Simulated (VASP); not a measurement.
# Si (I4_1/amd) in VASP: further runs

The runs below take Si through single point, with PBE.

Everything below comes from runs of VASP 6.6.1. Logs are shortened: lines on timing, memory, paths and dates and some standing lists are left out, and cuts for length are marked.

## 1. The cell of the first run

The typed cell holds 4 atoms: a = 3.707 Å, b = 3.707 Å, c = 6.420 Å, α = 73.23°, β = 73.23°, γ = 60.00°.

## 2. Single point, PBE (18.01 Å³/atom)

INCAR reads:

```
SYSTEM = Si
PREC     = Accurate       ! precision mode
ENCUT    = 520            ! plane-wave cutoff, eV
EDIFF    = 1E-6           ! SCF threshold, eV
ISMEAR   = 0              ! smearing method
SIGMA    = 0.02           ! smearing width, eV
LREAL    = .False.        ! projectors in reciprocal space
LASPH    = .True.         ! aspherical terms in the spheres
NELM     = 100            ! most SCF steps
ALGO     = Normal         ! electronic algorithm
ISIF     = 2              ! what is computed and relaxed
LWAVE    = .False.        ! write WAVECAR
LCHARG   = .False.        ! write CHGCAR
GGA      = PE             ! functional
NBANDS   = 16             ! bands
```

KPOINTS reads:

```
regular mesh
0
Gamma
  8 8 4
  0 0 0
```

POSCAR reads:

```
Si
1.0
    3.0673484187     -1.8534212577      0.9459689315
    3.0673484187      1.8534212577      0.9459689315
    0.2602668302      0.0000000000      6.4145010694
Si
4
Direct
    0.0625006498      0.5625006498      0.8124996195
    0.4374993502      0.9374993502      0.6875003805
    0.9374993502      0.4374993502      0.1875003805
    0.5625006498      0.0625006498      0.3124996195
```

Potentials or basis: VASP PAW PBE potentials, release 64 (Si).

Run with:

```
> cat potpaw_PBE.64/Si/POTCAR > POTCAR
> mpirun -np 1 vasp_std > vasp.out
```

OUTCAR:

```text
SYSTEM = Si
   PREC = Accurate
   ENCUT = 520
   EDIFF = 1E-6
   ISMEAR = 0
   LREAL = .False.
   LASPH = .True.
   NELM = 100
   ISIF = 2
   GGA = PE

 ion  position               nearest neighbor table
   1  0.063  0.563  0.812-   2 2.27   3 2.27   2 2.27   2 2.27
   2  0.437  0.937  0.688-   1 2.27   4 2.27   1 2.27   1 2.27
   3  0.937  0.437  0.188-   4 2.27   1 2.27   4 2.27   4 2.27
   4  0.563  0.063  0.312-   3 2.27   2 2.27   3 2.27   3 2.27

  LATTYP: Found a base centered monoclinic cell.
 ALAT       =     6.4198079538
 B/A-ratio  =     0.5774070723
 C/A-ratio  =     0.9999954946
 COS(beta)  =    -0.3332018089

  Lattice vectors:

 A1 = (  -3.0673484187,   1.8534212577,  -0.9459689315)
 A2 = (  -3.0673484187,  -1.8534212577,  -0.9459689315)
 A3 = (   0.2602668302,   0.0000000000,   6.4145010694)

Analysis of symmetry for initial positions (statically):
=====================================================================
 Subroutine PRICEL returns following result:

  LATTYP: Found a body centered tetragonal cell.
 ALAT       =     3.7068425154
 C/A-ratio  =     1.4140015059

  Lattice vectors:

 A1 = (  -3.0673484187,  -1.8534212577,  -0.9459689315)
 A2 = (  -0.1301334151,   1.8534212577,  -3.2072505347)
 A3 = (   3.0673484187,  -1.8534212577,   0.9459689315)

   2 primitive cells build up your supercell.

 Routine SETGRP: Setting up the symmetry group for a
 base centered monoclinic supercell.

 Subroutine GETGRP returns: Found  4 space group operations
 (whereof  2 operations were pure point group operations)
 out of a pool of  4 trial point group operations.

The static configuration has the point symmetry S_2 .
 The point group associated with its full space group is C_2h.

Analysis of symmetry for dynamics (positions and initial velocities):
=====================================================================
 Subroutine PRICEL returns following result:

  LATTYP: Found a body centered tetragonal cell.
 ALAT       =     3.7068425154
 C/A-ratio  =     1.4140015059

  Lattice vectors:

 A1 = (  -3.0673484187,  -1.8534212577,  -0.9459689315)
 A2 = (  -0.1301334151,   1.8534212577,  -3.2072505347)
 A3 = (   3.0673484187,  -1.8534212577,   0.9459689315)

   2 primitive cells build up your supercell.

 Routine SETGRP: Setting up the symmetry group for a
 base centered monoclinic supercell.

 Subroutine GETGRP returns: Found  4 space group operations
 (whereof  2 operations were pure point group operations)
 out of a pool of  4 trial point group operations.

[... 102 lines left out ...]
   LREAL  =      F    real-space projection
   EDIFFG = 0.1E-04   stopping-criterion for IOM
   NSW    =      0    number of steps for IOM
   IBRION =     -1    ionic relax: 0-MD 1-quasi-New 2-CG
   NFREE  =      0    steps in history (QN), initial steepest desc. (CG)
   ISIF   =      2    stress and relaxation
   ISYM   =      2    0-nonsym 1-usesym 2-fastsym
   POTIM  = 0.5000    time-step for ionic-motion
   TEBEG  =    0.0;   TEEND  =   0.0 temperature during run
   PSTRESS=    0.0 pullay stress
   NELECT =      16.0000    total number of electrons
   NUPDOWN=      -1.0000    fix difference up-down
   EMIN   =  10.00;   EMAX   =-10.00  energy-range for DOS
   EFERMI =   0.00;   METHOD = LEGACY
   ISMEAR =     0;   SIGMA  =   0.02  broadening in eV -4-tet -1-fermi 0-gaus
   EFERMI_NEDOS =   21; number of points for ismear=-14 and -15
   IALGO  =     38    algorithm
   IMIX   =      4    mixing-type and parameters
     AMIX     =   0.40;   BMIX     =  1.00
     AMIX_MAG =   1.60;   BMIX_MAG =  1.00
  volume/ion in A,a.u.               =      18.01       121.51
  Fermi-wavevector in a.u.,A,eV,Ry     =   0.991504  1.873670 13.375611  0.983080
  Thomas-Fermi vector in A             =   2.123250
   LORBIT       =      0    0 simple, 1 ext, 2 COOP (PROOUT), +10 PAW based schemes
   GGA     = PE    functional components
   LHFCALC =     F    Hartree Fock is set to
   AEXX    =    0.0000 exact exchange contribution
   IVDW    =     0    specifies the selected vdW correction
   LEPSILON=     F    determine dielectric tensor
   LRPA    =     F    only Hartree local field effects (RPA)
 non-spin polarized calculation
 Gauss-broadening in eV      SIGMA  =   0.02
  energy-cutoff  :      520.00
  volume of cell :       72.02
 maximum number of plane-waves:      1960
   NGX = 13   NGY = 13   NGZ = 23

 number of electron      16.0000001 magnetization

 Free energy of the ion-electron system (eV)
  ---------------------------------------------------
  ext. energy  EPLUGINS =         0.00000000
  ---------------------------------------------------
  free energy    TOTEN  =       -21.29203518 eV

  energy without entropy =      -21.29203518  energy(sigma->0) =      -21.29203518

 E-fermi :   7.0618     XC(G=0):  -9.8299

 val. band max:        6.9545081458   @ k =   0.0000   0.0000   0.0000
 cond. band min:       7.3766768727   @ k =  -0.3750  -0.3750   0.2500
 fundamental gap:      0.4221687268
 Fermi energy:         7.0618168386

 k-point     1 :       0.0000    0.0000    0.0000
  band No.  band energies     occupation
      1      -5.7687      2.00000
      2      -3.1545      2.00000
      3      -0.5483      2.00000
      4       5.6630      2.00000
      5       5.6646      2.00000
      6       6.9533      2.00000
[... 433 lines left out ...]
      3       0.2601      2.00000
      4       2.8084      2.00000
      5       3.0647      2.00000
      6       4.5274      2.00000
[... 8 lines left out ...]
     15      13.2447      0.00000
     16      14.1841      0.00000

 [... further k-points ...]

------------------------ aborting loop because EDIFF is reached ----------------------------------------

  FORCE on cell =-STRESS in cart. coord.  units (eV):
  Direction    XX          YY          ZZ          XY          YZ          ZX
  --------------------------------------------------------------------------------------
  -------------------------------------------------------------------------------------
  Total        6.6550500      6.6547949      6.6263016      0.0000000      0.0000000      0.0121149
  in kB      148.0473003    148.0416257    147.4077674      0.0000000      0.0000000      0.2695074
  external PRESSURE =     147.8322312 kB  Pullay stress =       0.0000000 kB

 VOLUME and BASIS-vectors are now :
 -----------------------------------------------------------------------------
  energy-cutoff  :      520.00
  volume of cell :       72.02
      direct lattice vectors                 reciprocal lattice vectors
     3.067348419 -1.853421258  0.945968932     0.165072836 -0.269771374 -0.006697790
     3.067348419  1.853421258  0.945968932     0.165072836  0.269771374 -0.006697790
     0.260266830  0.000000000  6.414501069    -0.048687738  0.000000000  0.157872264

 POSITION                                       TOTAL-FORCE (eV/Angst)
 -----------------------------------------------------------------------------------
      2.12856      0.92671      5.80301         0.000627      0.000000     -0.000263
      4.39653      0.92671      5.71068        -0.000627      0.000000      0.000263
      4.26640     -0.92671      2.50343        -0.000627      0.000000      0.000263
      1.99843     -0.92671      2.59576         0.000627      0.000000     -0.000263
 -----------------------------------------------------------------------------------
    total drift:                               -0.000000     -0.000000     -0.000000

  FREE ENERGIE OF THE ION-ELECTRON SYSTEM (eV)
  ---------------------------------------------------
  free  energy   TOTEN  =       -21.2920351839 eV

  energy  without entropy=      -21.2920351839  energy(sigma->0) =      -21.29203518
```

stdout:

```text
POSCAR found type information on POSCAR Si
 POSCAR found :  1 types and       4 ions
 scaLAPACK will be used
 LDA part: xc-table for (Slater+PW92), standard interpolation
 POSCAR, INCAR and KPOINTS ok, starting setup
 FFT: planning ... GRIDC
 FFT: planning ... GRID_SOFT
 FFT: planning ... GRID
 WAVECAR not read
 entering main loop
```

Run time: 80 s. Hardware: 1 thread of Intel Xeon 8259CL, shared host; peak memory 0.21 GiB.

What came out:

```yaml
Free_energy: -21.2920 eV
Pressure: 14.8 GPa
Band_gap_on_the_k_mesh: 0.42 eV
```

Caveat: the cell stands under pressure.

## 3. Single point, PBE (18.62 Å³/atom)

This run uses another cell than the first one, of 18.62 Å³/atom.

INCAR reads:

```
SYSTEM = Si
  ALGO = Normal
  EDIFF = 1E-6
  ENCUT = 520
  GGA = PE
  ISIF = 2
  ISMEAR = 0
  LASPH = .TRUE.
  LCHARG = .FALSE.
  LREAL = .FALSE.
  LWAVE = .FALSE.
  NBANDS = 16
  NELM = 60
  PREC = Accurate
  SIGMA = 0.02
```

KPOINTS reads:

```
k-points
0
G
  8 8 4
  0 0 0
```

POSCAR reads:

```
Si
1.0
    3.1018158926     -1.8742479588      0.9565986856
    3.1018158926      1.8742479588      0.9565986856
    0.2631914214      0.0000000000      6.4865801481
Si
4
Direct
    0.0625006498      0.5625006498      0.8124996195
    0.4374993502      0.9374993502      0.6875003805
    0.9374993502      0.4374993502      0.1875003805
    0.5625006498      0.0625006498      0.3124996195
```

Potentials or basis: VASP PAW PBE potentials, release 64 (Si).

Run with:

```
> cat potpaw_PBE.64/Si/POTCAR > POTCAR
> mpirun -np 1 vasp_std > vasp.out
```

It took 85 s on 1 thread of Intel Xeon 8259CL, shared host; peak memory 0.21 GiB.

It converged, with:

```yaml
Free_energy: -21.4822 eV
Pressure: 10.1 GPa
Band_gap_on_the_k_mesh: 0.49 eV
```

Levels at points of the mesh, in eV from the valence-band top:
| k point | band 4 | band 5 | band 6 | band 7 | band 8 | band 9 | band 10 | band 11 | band 12 | band 13 |
| --- | --- | --- | --- | --- | --- | --- | --- | --- | --- | --- |
| (0.00, 0.00, 0.00) | -1.26 | -1.26 | 0.00 | 0.00 | 0.00 | 1.80 | 2.59 | 2.59 | 2.59 | 3.30 |
| (0.50, 0.00, 0.00) | -6.59 | -3.77 | -3.77 | -2.35 | -2.35 | 1.43 | 1.43 | 4.49 | 4.49 | 6.06 |
| (0.50, 0.50, 0.00) | -7.33 | -3.05 | -3.05 | -1.26 | -1.26 | 0.55 | 0.55 | 1.80 | 3.30 | 3.30 |
| (0.00, 0.00, 0.50) | -4.07 | -0.81 | -0.81 | -0.81 | -0.81 | 2.27 | 2.27 | 3.56 | 3.56 | 3.56 |
| (0.50, 0.00, 0.50) | -7.33 | -3.05 | -3.05 | -1.26 | -1.26 | 0.55 | 0.55 | 1.80 | 3.30 | 3.30 |
| (0.50, 0.50, 0.50) | -6.59 | -3.77 | -3.77 | -2.36 | -2.36 | 1.43 | 1.43 | 4.48 | 4.48 | 6.06 |

Caveat: the cell stands under pressure. A k mesh can miss the band edges.

(Continued in part 2 of 2.)
